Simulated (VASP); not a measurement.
A run of VASP 6.6.1:

The input INCAR:

```
PREC     = Accurate       # precision mode
ENCUT    = 400            # plane-wave cutoff, eV
EDIFF    = 1E-6           # SCF threshold, eV
ISMEAR   = 1              # smearing method
SIGMA    = 0.1            # smearing width, eV
LREAL    = F              # projectors in reciprocal space
LASPH    = T              # aspherical terms in the spheres
NELM     = 120            # most SCF steps
ALGO     = Normal         # electronic algorithm
ISIF     = 2              # what is computed and relaxed
LWAVE    = F              # write WAVECAR
LCHARG   = F              # write CHGCAR
LDIPOL   = T            
IDIPOL   = 3            
DIPOL    = 0.5 0.5 0.500
GGA      = RE             # functional
NBANDS   = 39             # bands
GGA_COMPAT= F            
NELMDL   = -8
```

Contents of KPOINTS:

```
regular mesh
0
Gamma
  3 3 1
```

POSCAR

```
PbSe
1.0
    4.3284127397      0.0000000000      0.0000000000
    0.0000000000      4.3284127397      0.0000000000
    0.0000000000      0.0000000000     16.1213000000
Pb Se
3 3
Direct
    0.0000000000      0.0000000000      0.3101486853
    0.5000000000      0.5000000000      0.5000000000
    0.0000000000      0.0000000000      0.6898513147
    0.5000000000      0.5000000000      0.3101486853
    0.0000000000      0.0000000000      0.5000000000
    0.5000000000      0.5000000000      0.6898513147
```

Potentials or basis: VASP PAW PBE potentials, release 64 (Pb_d, Se).

Command:

```console
$ cat potpaw_PBE.64/Pb_d/POTCAR potpaw_PBE.64/Se/POTCAR > POTCAR
$ mpirun -np 1 vasp_std > vasp.out
```

Hardware: 1 thread of Intel(R) Xeon(R) 6975P-C (Granite Rapids), with other jobs on the host.

How long does it take, and how much memory?

Run time: 34 s on 1 thread of Intel(R) Xeon(R) 6975P-C (Granite Rapids), on a shared host, peak memory 0.27 GiB. Counts: scf iterations 21, k points 3.
